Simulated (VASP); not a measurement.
Here is a VASP 6.6.1 calculation.

POSCAR

```
NiO
1.0
    0.0000000000      2.0859016414      2.0859016414
    2.0859016414      0.0000000000      2.0859016414
    2.0859016414      2.0859016414      0.0000000000
Ni O
1 1
Direct
    0.0000000000      0.0000000000      0.0000000000
    0.5000000000      0.5000000000      0.5000000000
```

The input INCAR.step1:

```
SYSTEM = NiO
ALGO = Normal ; EDIFF = 1E-6
ENCUT = 520 ; GGA = PE
ISIF = 2 ; ISMEAR = -1
ISPIN = 2 ; LASPH = .TRUE.
LCHARG = .TRUE. ; LDAU = .TRUE.
LDAUJ = 0 0 ; LDAUL = 2 -1
LDAUPRINT = 1 ; LDAUTYPE = 2
LDAUU = 4 0 ; LMAXMIX = 4
LREAL = .FALSE. ; LWAVE = .FALSE.
MAGMOM = 1 0 ; NBANDS = 19
NELM = 150 ; PREC = Accurate
SIGMA = 0.05
```

The input KPOINTS.step1:

```
k-points
0
G
  11 11 11
  0 0 0
```

The input INCAR.step2:

```
SYSTEM = NiO
ALGO = Normal ; EDIFF = 1E-6
ENCUT = 520 ; GGA = PE
ICHARG = 11 ; ISIF = 2
ISMEAR = -5 ; ISPIN = 2
LASPH = .TRUE. ; LCHARG = .FALSE.
LDAU = .TRUE. ; LDAUJ = 0 0
LDAUL = 2 -1 ; LDAUPRINT = 1
LDAUTYPE = 2 ; LDAUU = 4 0
LMAXMIX = 4 ; LORBIT = 10
LREAL = .FALSE. ; LWAVE = .FALSE.
MAGMOM = 1 0 ; NBANDS = 19
NEDOS = 1001 ; NELM = 150
PREC = Accurate ; SIGMA = 0.05
```

The input KPOINTS.step2:

```
k-points
0
G
  17 17 17
  0 0 0
```

Potentials or basis: VASP PAW PBE potentials, release 64 (Ni, O).

Launch:

```bash
$ cat potpaw_PBE.64/Ni/POTCAR potpaw_PBE.64/O/POTCAR > POTCAR
$ cp INCAR.step1 INCAR
$ cp KPOINTS.step1 KPOINTS
$ mpirun -np 1 vasp_std > vasp.out
$ cp INCAR.step2 INCAR
$ cp KPOINTS.step2 KPOINTS
$ mpirun -np 1 vasp_std > vasp.out
```

Task: What does it give for the net moment?

Result: 2.00 μB per cell.

Task: What does it give for the site moments?

Result: Ni +1.75; O +0.23 μB.

Eigenvalues of the final occupation matrices:
| site | spin | trace | eigenvalues |
| --- | --- | --- | --- |
| site 1 d | 1 | 4.99 | 0.98 0.98 0.98 1.03 1.03 |
| site 1 d | 2 | 3.26 | 0.17 0.17 0.97 0.97 0.97 |

Caveat: a cell with one magnetic atom can't hold antiferromagnetic order, which such compounds often take. The state reached can hang on the start; a lower one may exist.
